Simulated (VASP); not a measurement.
A run of VASP 6.6.1 is set up as follows.

INCAR

```
SYSTEM = TiCo3
  ALGO = Normal
  EDIFF = 1E-6
  EDIFFG = -0.001
  ENCUT = 600
  GGA = PS
  IBRION = 2
  ISIF = 3
  ISMEAR = 0
  ISPIN = 2
  LASPH = .TRUE.
  LCHARG = .FALSE.
  LMAXMIX = 4
  LORBIT = 11
  LREAL = .FALSE.
  LWAVE = .FALSE.
  MAGMOM = 0 0.26 0.26 0.26
  NELM = 150
  NSW = 80
  PREC = Accurate
  PSTRESS = 50.0
  SIGMA = 0.2
```

File KPOINTS:

```
k-points
0
G
  12 12 12
  0 0 0
```

POSCAR

```
TiCo3
1.0
    3.5287348653      0.0000000000      0.0000000000
    0.0000000000      3.5287348653      0.0000000000
    0.0000000000      0.0000000000      3.5287348653
Ti Co
1 3
Direct
    0.0000000000      0.0000000000      0.0000000000
    0.0000000000      0.5000000000      0.5000000000
    0.5000000000      0.0000000000      0.5000000000
    0.5000000000      0.5000000000      0.0000000000
```

Potentials or basis: VASP PAW PBE potentials, release 64 (Ti_sv, Co).

Launch:

```bash
$ cat potpaw_PBE.64/Ti_sv/POTCAR potpaw_PBE.64/Co/POTCAR > POTCAR
$ mpirun -np 1 vasp_std > vasp.out
```

Estimate the space group after relaxing (to 0.1 Å).

Pm-3m (No. 221).

Predict the net moment.

0.00 μB per cell.

Step by step:
```tsv
step	energy change (eV)	largest force (eV/Å)	pressure (GPa)	volume (Å³)
1	0.0000	0.0000	-0.72	43.94
2	0.0967	0.0000	14.31	41.49
3	0.0131	0.0000	4.97	42.91
4	0.0137	0.0000	4.85	42.89
5	0.0454	0.0000	9.53	42.19
6	0.0144	0.0000	5.18	42.87
7	0.0123	0.0000	4.85	42.93
8	0.0137	0.0000	4.97	42.89
9	0.0138	0.0000	5.00	42.89
```

Caveat: the cell is relaxed towards a set pressure, so the run minimises the enthalpy, not the energy; the PAW data sets were made with another functional, which shifts forces and pressure a little.
